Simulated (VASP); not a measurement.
Write the native input for VASP 6.6.1 that does the following.

- Task: single point
- Functional: PBE
- Potentials or basis: VASP PAW PBE potentials, release 64 (Si, C)
- Cutoff: 600 eV
- k mesh: 5 × 5 × 5
- Occupations: gaussian, width 0.2 eV
- Spin: no spin polarisation
- Dipole correction: no
- Further INCAR settings: ALGO = Normal; EDIFF = 1e-06; NBANDS = 18

The structure of Si2C3 lies in POSCAR:

```
Si2C3
1.0
   -1.7234635590      1.9653142780      3.3708257753
    1.7234635590     -1.9653142780      3.3708257753
    1.7234635590      1.9653142780     -3.3708257753
Si C
2 3
Direct
    0.1714183945      0.1714183945      0.0000000000
    0.8285816055      0.8285816055      0.0000000000
    0.5000000000      0.5000000000      0.0000000000
    0.0000000000      0.5000000000      0.5000000000
    0.5000000000      0.0000000000      0.5000000000
```

These files were run (other wordings do the same):

INCAR

```
SYSTEM = Si2C3
ALGO = Normal
EDIFF = 1E-6
ENCUT = 600
GGA = PE
GGA_COMPAT = .FALSE.
ISIF = 2
ISMEAR = 0
LASPH = .TRUE.
LCHARG = .FALSE.
LREAL = .FALSE.
LWAVE = .FALSE.
NBANDS = 18
NELM = 120
PREC = Accurate
SIGMA = 0.2
```

KPOINTS

```
k-points
0
G
  5 5 5
  0 0 0
```

Potentials or basis: VASP PAW PBE potentials, release 64 (Si, C).

Run with:

```console
$ cat potpaw_PBE.64/Si/POTCAR potpaw_PBE.64/C/POTCAR > POTCAR
$ mpirun -np 1 vasp_std > vasp.out
```

Results of the run:

```json
{"Pressure": "-0.3 GPa", "Largest force": "0.012 eV/Å", "Band gap on the k mesh": "zero (band 10 reaches 11.30 eV, above the bottom of band 11 at 7.88 eV)"}
```

Caveat: the k points lie up to 0.48 Å⁻¹ apart.

Run time: 27 s on 1 thread of Intel(R) Xeon(R) Platinum 8375C CPU @ 2.90GHz (Ice Lake), on a shared host, peak memory 0.2 GiB.
